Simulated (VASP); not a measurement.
SiNi3: single point with PBE

The system is SiNi3.

```
CELL_PARAMETERS angstrom
3.45708 0.00000 0.00000
0.00000 3.45708 0.00000
0.00000 0.00000 3.45708
ATOMIC_POSITIONS crystal
Ni 0.50000 0.50000 0.00000
Ni 0.50000 0.00000 0.50000
Ni 0.00000 0.50000 0.50000
Si 0.00000 0.00000 0.00000
```

```
Program             : VASP 6.6.1
Task                : single point
Functional          : PBE
Potentials or basis : VASP PAW PBE potentials, release 64 (Ni_sv_GW, Si)
Cutoff              : 690 eV
k mesh              : 8 × 8 × 8
Occupations         : fermi-dirac, width 0.05 eV
Spin                : collinear spin, ferromagnetic start
Starting moments    : [1.0, 1.0, 1.0, 0.0] μB
```

| Property | Result |
| --- | --- |
| Pressure | 9.2 GPa |
| Band gap on the k mesh | zero (filled and empty bands overlap) |
| Net moment | 0.00 μB per cell |
| Valence electrons inside the program's atomic spheres | Ni 16.48; Si 1.58 |

Levels at points of the mesh, in eV from the Fermi level:
Spin up:
| k point | band 25 | band 26 | band 27 | band 28 | band 29 | band 30 | band 31 | band 32 | band 33 | band 34 |
| --- | --- | --- | --- | --- | --- | --- | --- | --- | --- | --- |
| (0.00, 0.00, 0.00) | -1.00 | -0.67 | -0.67 | -0.30 | 0.04 | 0.04 | 0.04 | 5.20 | 6.50 | 6.50 |
| (0.50, 0.00, 0.00) | -1.40 | -1.40 | -1.22 | -0.60 | 0.04 | 3.75 | 3.75 | 5.32 | 5.32 | 5.45 |
| (0.50, 0.50, 0.00) | -1.54 | -1.54 | -1.18 | -1.08 | -1.02 | 0.69 | 0.69 | 5.85 | 6.50 | 7.78 |
| (0.50, 0.50, 0.50) | -1.56 | -1.32 | -1.32 | -0.57 | -0.21 | -0.21 | -0.21 | 1.40 | 4.17 | 4.17 |
Spin down:
```csv
k point,band 27,band 28,band 29,band 30,band 31,band 32
"(0.00, 0.00, 0.00)",-0.67,-0.30,0.04,0.04,0.04,5.20
"(0.50, 0.00, 0.00)",-1.22,-0.60,0.04,3.75,3.75,5.32
"(0.50, 0.50, 0.00)",-1.18,-1.08,-1.02,0.69,0.69,5.85
"(0.50, 0.50, 0.50)",-1.32,-0.58,-0.21,-0.21,-0.21,1.40
```

Wall time 4.1 min on 1 thread of Intel(R) Xeon(R) Platinum 8375C CPU @ 2.90GHz (Ice Lake), with other jobs on the host, peak memory 0.29 GiB.

Caveat: the cell stands under pressure; the moments typed at the start vanished in this run.
